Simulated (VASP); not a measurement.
# Si3N4 (P6_3/m) in VASP: single point with PBEsol

Aim: the single point of Si3N4 with PBEsol.

Program: VASP 6.6.1. These are calculated values, not measurements. Logs are shortened: lines on timing, memory, paths and dates and some standing lists are left out, and cuts for length are marked.

### Step 1. The cell of the first run

Symmetry: P6_3/m, No. 176, hexagonal system. Conventional cell: a = 7.625 Å, b = 7.625 Å, c = 2.910 Å, α = 90.00°, β = 90.00°, γ = 120.00°. Si (site symmetry m) has 4 N at 1.73 to 1.74 Å within 2.3 Å. Within 2.3 Å of N (site symmetry m) lie 3 Si at 1.74 Å. Within 2.3 Å of N (site symmetry -6) lie 3 Si at 1.73 Å.

### Step 2. Single point, PBEsol

The input, INCAR:

```
SYSTEM = Si3N4
PREC     = Accurate       ! precision mode
ENCUT    = 520            ! plane-wave cutoff, eV
EDIFF    = 1E-7           ! SCF threshold, eV
ISMEAR   = 0              ! smearing method
SIGMA    = 0.02           ! smearing width, eV
LREAL    = .FALSE.        ! projectors in reciprocal space
LASPH    = .TRUE.         ! aspherical terms in the spheres
NELM     = 100            ! most SCF steps
ALGO     = Normal         ! electronic algorithm
ISIF     = 2              ! what is computed and relaxed
LWAVE    = .FALSE.        ! write WAVECAR
LCHARG   = .TRUE.         ! write CHGCAR
GGA      = PS             ! functional
LELF     = .TRUE.         ! ELF
LVHAR    = .TRUE.       
NBANDS   = 45             ! bands
```

The input, KPOINTS:

```
regular mesh
0
G
  6 6 8
  0 0 0
```

The input, POSCAR:

```
Si3N4
1.0
    7.6246822189      0.0000000000      0.0000000000
   -3.8123411095      6.6031684974      0.0000000000
    0.0000000000      0.0000000000      2.9104692275
Si N
6 8
Direct
    0.7675750226      0.1739490943      0.3256285715
    0.5936259283      0.7675750226      0.8256285715
    0.8260509057      0.5936259283      0.3256285715
    0.2324249774      0.8260509057      0.8256285715
    0.4063740717      0.2324249774      0.3256285715
    0.1739490943      0.4063740717      0.8256285715
    0.0296293233      0.3299986924      0.3256285715
    0.6996306309      0.0296293233      0.8256285715
    0.6700013076      0.6996306309      0.3256285715
    0.9703706767      0.6700013076      0.8256285715
    0.3003693691      0.9703706767      0.3256285715
    0.3299986924      0.3003693691      0.8256285715
    0.3333333333      0.6666666667     -0.1743714285
    0.6666666667      0.3333333333      0.3256285715
```

Potentials or basis: VASP PAW PBE potentials, release 64 (Si, N).

On the command line:

```console
$ cat potpaw_PBE.64/Si/POTCAR potpaw_PBE.64/N/POTCAR > POTCAR
$ mpirun -np 1 vasp_std > vasp.out
```

OUTCAR:

```text
SYSTEM = Si3N4
   PREC = Accurate
   ENCUT = 520
   EDIFF = 1E-7
   ISMEAR = 0
   LREAL = .FALSE.
   LASPH = .TRUE.
   NELM = 100
   ISIF = 2
   GGA = PS

 ion  position               nearest neighbor table
   1  0.768  0.174  0.326-  14 1.73   8 1.74   8 1.74   7 1.74   5 3.00   3 3.00   6 3.06   6 3.06
                             2 3.06   2 3.06
   2  0.594  0.768  0.826-  13 1.73   9 1.74   9 1.74   8 1.74   6 3.00   4 3.00   3 3.06   3 3.06
                             1 3.06   1 3.06
   3  0.826  0.594  0.326-  14 1.73  10 1.74  10 1.74   9 1.74   5 3.00   1 3.00   4 3.06   4 3.06
                             2 3.06   2 3.06
   4  0.232  0.826  0.826-  13 1.73  11 1.74  11 1.74  10 1.74   2 3.00   6 3.00   3 3.06   3 3.06
                             5 3.06   5 3.06
   5  0.406  0.232  0.326-  14 1.73  12 1.74  12 1.74  11 1.74   3 3.00   1 3.00   6 3.06   6 3.06
                             4 3.06   4 3.06
   6  0.174  0.406  0.826-  13 1.73   7 1.74   7 1.74  12 1.74   2 3.00   4 3.00   1 3.06   1 3.06
                             5 3.06   5 3.06
   7  0.030  0.330  0.326-   6 1.74   6 1.74   1 1.74
   8  0.700  0.030  0.826-   1 1.74   1 1.74   2 1.74
   9  0.670  0.700  0.326-   2 1.74   2 1.74   3 1.74
  10  0.970  0.670  0.826-   3 1.74   3 1.74   4 1.74
  11  0.300  0.970  0.326-   4 1.74   4 1.74   5 1.74
  12  0.330  0.300  0.826-   5 1.74   5 1.74   6 1.74
  13  0.333  0.667  0.826-   4 1.73   6 1.73   2 1.73
  14  0.667  0.333  0.326-   1 1.73   3 1.73   5 1.73

  LATTYP: Found a hexagonal cell.
 ALAT       =     7.6246822189
 C/A-ratio  =     0.3817167908

  Lattice vectors:

 A1 = (   7.6246822189,   0.0000000000,   0.0000000000)
 A2 = (  -3.8123411095,   6.6031684974,   0.0000000000)
 A3 = (   0.0000000000,   0.0000000000,   2.9104692275)

Analysis of symmetry for initial positions (statically):
=====================================================================
 Subroutine PRICEL returns:
 Original cell was already a primitive cell.

 Routine SETGRP: Setting up the symmetry group for a
 hexagonal supercell.

 Subroutine GETGRP returns: Found 12 space group operations
 (whereof  3 operations were pure point group operations)
 out of a pool of 24 trial point group operations.

The static configuration has the point symmetry C_3 .
 The point group associated with its full space group is C_6h.

Analysis of symmetry for dynamics (positions and initial velocities):
=====================================================================
 Subroutine PRICEL returns:
 Original cell was already a primitive cell.

[... 150 lines left out ...]
   IMIX   =      4    mixing-type and parameters
     AMIX     =   0.40;   BMIX     =  1.00
     AMIX_MAG =   1.60;   BMIX_MAG =  1.00
  volume/ion in A,a.u.               =      10.47        70.63
  Fermi-wavevector in a.u.,A,eV,Ry     =   1.242098  2.347224 20.991161  1.542807
  Thomas-Fermi vector in A             =   2.376467
   LORBIT       =      0    0 simple, 1 ext, 2 COOP (PROOUT), +10 PAW based schemes
   GGA     = PS    functional components
   LHFCALC =     F    Hartree Fock is set to
   AEXX    =    0.0000 exact exchange contribution
   IVDW    =     0    specifies the selected vdW correction
   LEPSILON=     F    determine dielectric tensor
   LRPA    =     F    only Hartree local field effects (RPA)
 non-spin polarized calculation
 Gauss-broadening in eV      SIGMA  =   0.02
  energy-cutoff  :      520.00
  volume of cell :      146.53
 maximum number of plane-waves:      3972
 NGX is ok and might be reduce to    60
   NGX = 29   NGY = 29   NGZ = 11

 number of electron      64.0000004 magnetization

 Free energy of the ion-electron system (eV)
  ---------------------------------------------------
  ext. energy  EPLUGINS =         0.00000000
  ---------------------------------------------------
  free energy    TOTEN  =      -120.38615501 eV

  energy without entropy =     -120.38615501  energy(sigma->0) =     -120.38615501

 E-fermi :   6.7080     XC(G=0): -10.9916

 val. band max:        6.6045756948   @ k =   0.0000   0.0000   0.1250
 cond. band min:      10.7988917036   @ k =   0.0000   0.0000   0.0000
 fundamental gap:      4.1943160088
 Fermi energy:         6.7079704665

 k-point     1 :       0.0000    0.0000    0.0000
  band No.  band energies     occupation
      1     -11.5474      2.00000
      2     -10.0715      2.00000
      3     -10.0715      2.00000
      4      -9.4488      2.00000
      5      -9.3084      2.00000
      6      -9.3084      2.00000
[... 1117 lines left out ...]
     43      14.7520      0.00000
     44      14.7520      0.00000

 [... further k-points ...]

 [bands above 44 left out]

------------------------ aborting loop because EDIFF is reached ----------------------------------------

  FORCE on cell =-STRESS in cart. coord.  units (eV):
  Direction    XX          YY          ZZ          XY          YZ          ZX
  --------------------------------------------------------------------------------------
  -------------------------------------------------------------------------------------
  Total        0.1970347      0.1970347      0.1768086     -0.0000001      0.0000000      0.0000000
  in kB        2.1543497      2.1543497      1.9332001     -0.0000012      0.0000000      0.0000000
  external PRESSURE =       2.0806331 kB  Pullay stress =       0.0000000 kB

 VOLUME and BASIS-vectors are now :
 -----------------------------------------------------------------------------
  energy-cutoff  :      520.00
  volume of cell :      146.53
      direct lattice vectors                 reciprocal lattice vectors
     7.624682219  0.000000000  0.000000000     0.131153007  0.075721224  0.000000000
    -3.812341110  6.603168497  0.000000000     0.000000000  0.151442448  0.000000000
     0.000000000  0.000000000  2.910469228     0.000000000  0.000000000  0.343587209

 POSITION                                       TOTAL-FORCE (eV/Angst)
 -----------------------------------------------------------------------------------
      5.18936      1.14862      0.94773         0.001895     -0.000364     -0.000000
      1.59995      5.06843      2.40297         0.001263      0.001459     -0.000000
      4.03527      3.91981      0.94773        -0.000632      0.001823     -0.000000
     -1.37702      5.45455      2.40297        -0.001895      0.000364     -0.000000
      2.21239      1.53474      0.94773        -0.001263     -0.001459     -0.000000
     -0.22293      2.68336      2.40297         0.000632     -0.001823     -0.000000
     -1.03215      2.17904      0.94773        -0.004536     -0.002828     -0.000000
      5.22150      0.19565      2.40297         0.000182     -0.005342     -0.000000
      2.44132      4.61978      0.94773         0.004717     -0.002514      0.000000
      4.84449      4.42413      2.40297         0.004536      0.002828      0.000000
     -1.40916      6.40752      0.94773        -0.000182      0.005342      0.000000
      1.37102      1.98339      2.40297        -0.004717      0.002514      0.000000
     -0.00000      4.40211      2.40297         0.000000      0.000000     -0.000000
      3.81234      2.20106      0.94773        -0.000000      0.000000      0.000000
 -----------------------------------------------------------------------------------
    total drift:                               -0.000000     -0.000000      0.000062

  FREE ENERGIE OF THE ION-ELECTRON SYSTEM (eV)
  ---------------------------------------------------
  free  energy   TOTEN  =      -120.3861550086 eV

  energy  without entropy=     -120.3861550086  energy(sigma->0) =     -120.38615501
```

OSZICAR:

```text
N       E                     dE             d eps       ncg     rms          rms(c)
DAV:   1     0.276477094266E+03    0.27648E+03   -0.31647E+04  3608   0.132E+03
DAV:   2    -0.113015763731E+03   -0.38949E+03   -0.37092E+03  4630   0.278E+02
DAV:   3    -0.135820565753E+03   -0.22805E+02   -0.22646E+02  4568   0.706E+01
DAV:   4    -0.136180354792E+03   -0.35979E+00   -0.35862E+00  4544   0.947E+00
DAV:   5    -0.136188719076E+03   -0.83643E-02   -0.83562E-02  4419   0.140E+00    0.289E+01
DAV:   6    -0.120729562950E+03    0.15459E+02   -0.53793E+01  4329   0.292E+01    0.133E+01
DAV:   7    -0.120502832249E+03    0.22673E+00   -0.28013E+00  4480   0.681E+00    0.618E+00
DAV:   8    -0.120397318594E+03    0.10551E+00   -0.16992E-01  4398   0.202E+00    0.199E+00
DAV:   9    -0.120384105050E+03    0.13214E-01   -0.30591E-02  4600   0.873E-01    0.291E-01
DAV:  10    -0.120385601097E+03   -0.14960E-02   -0.33381E-03  4094   0.261E-01    0.158E-01
DAV:  11    -0.120386087751E+03   -0.48665E-03   -0.78407E-04  4238   0.137E-01    0.243E-02
DAV:  12    -0.120386128065E+03   -0.40314E-04   -0.50775E-05  4435   0.375E-02    0.109E-02
DAV:  13    -0.120386149872E+03   -0.21807E-04   -0.22379E-05  4009   0.209E-02    0.502E-03
DAV:  14    -0.120386154250E+03   -0.43784E-05   -0.43265E-06  4328   0.968E-03    0.292E-03
DAV:  15    -0.120386155050E+03   -0.79946E-06   -0.20708E-06  4054   0.551E-03    0.198E-03
DAV:  16    -0.120386155009E+03    0.41135E-07   -0.87892E-08  3307   0.168E-03
   1 F= -.12038616E+03 E0= -.12038616E+03  d E =-.193666E-15
```

stdout:

```text
POSCAR found type information on POSCAR SiN
 POSCAR found :  2 types and      14 ions
 scaLAPACK will be used
 -----------------------------------------------------------------------------
|                                                                             |
|                                                                             |
|     You enforced a specific xc type in the INCAR file but a different       |
|     I HOPE YOU KNOW WHAT YOU ARE DOING!                                     |
|                                                                             |
 -----------------------------------------------------------------------------

 LDA part: xc-table for (Slater+PW92), standard interpolation
 POSCAR, INCAR and KPOINTS ok, starting setup
 FFT: planning ... GRIDC
 FFT: planning ... GRID_SOFT
 FFT: planning ... GRID
 WAVECAR not read
 entering main loop
```

It took 6.9 min on 1 thread of Intel Xeon 8259CL, shared host; peak memory 0.38 GiB.

What came out:

| Item | Value |
| --- | --- |
| Free energy | -120.3862 eV |
| Pressure | 0.2 GPa |
| Largest force | 0.005 eV/Å |
| Band gap on the k mesh | 4.19 eV (least direct gap 4.38 eV) |

Forces on the atoms (eV/Å):
```
Si   0.002  0.000  0.000
Si   0.001  0.001  0.000
Si  -0.001  0.002  0.000
Si  -0.002  0.000  0.000
Si  -0.001 -0.001  0.000
Si   0.001 -0.002  0.000
N   -0.005 -0.003  0.000
N    0.000 -0.005  0.000
N    0.005 -0.003  0.000
N    0.005  0.003  0.000
N    0.000  0.005  0.000
N   -0.005  0.003  0.000
N    0.000  0.000  0.000
N    0.000  0.000  0.000
```

Caveat: the PAW data sets were made with another functional, which shifts forces and pressure a little. A k mesh can miss the band edges.
